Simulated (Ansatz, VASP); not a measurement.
# One calculation of SnSe, two programs

```
CELL_PARAMETERS angstrom
0.00000 2.99993 2.99993
2.99993 0.00000 2.99993
2.99993 2.99993 0.00000
ATOMIC_POSITIONS crystal
Sn 0.00000 0.00000 0.00000
Se 0.50000 0.50000 0.50000
```

Change from the starting cell: volume scaled by 0.99.

Alike in both runs: task single point; functional PBEsol; k mesh 7 × 7 × 7; occupations fermi-dirac, width 0.01 eV; no spin polarisation.

|  | VASP | Ansatz |
| --- | --- | --- |
| version | VASP 6.6.1 | Ansatz 0.2.0 |
| potentials or method | VASP PAW PBE potentials, release 64 (Sn_d, Se), cutoff 520 eV | all-electron LAPW, scalar-relativistic |

```tsv
	VASP	Ansatz	Ansatz less VASP
pressure (GPa)	-1.4	-1.4	-0.01
```

VASP's potentials were made for PBE, not for PBEsol. Ansatz ran all-electron here, and VASP with PAW potentials.
